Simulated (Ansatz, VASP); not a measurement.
## Bi in VASP and in Ansatz

```xyz
2
Lattice="0.0000 2.6851 2.6851 2.6851 0.0000 2.6851 2.6851 2.6851 0.0000" Properties=species:S:1:pos:R:3 pbc="T T T"
Bi   -0.6713   -0.6713   -0.6713
Bi    0.6713    0.6713    0.6713
```

Change from the starting cell: volume scaled by 0.4, LAPW.

Alike in both runs: task single point; functional PBE; k mesh 11 × 11 × 11; occupations fermi-dirac, width 0.05 eV; no spin polarisation.

```csv
,VASP,Ansatz
version,VASP 6.6.1,Ansatz 0.2.0
potentials or method,"VASP PAW PBE potentials, release 64 (Bi_d), cutoff 520 eV","all-electron LAPW, scalar-relativistic"
```

```tsv
	VASP	Ansatz	Ansatz less VASP
pressure (GPa)	196.9	196.7	-0.22
```

Both programs put the cell under a high pressure, so it lies far from rest at this level. Ansatz ran all-electron here, and VASP with PAW potentials.

Spin-orbit coupling is off throughout. Noted on VASP's run: the cell as given lies far from equilibrium.
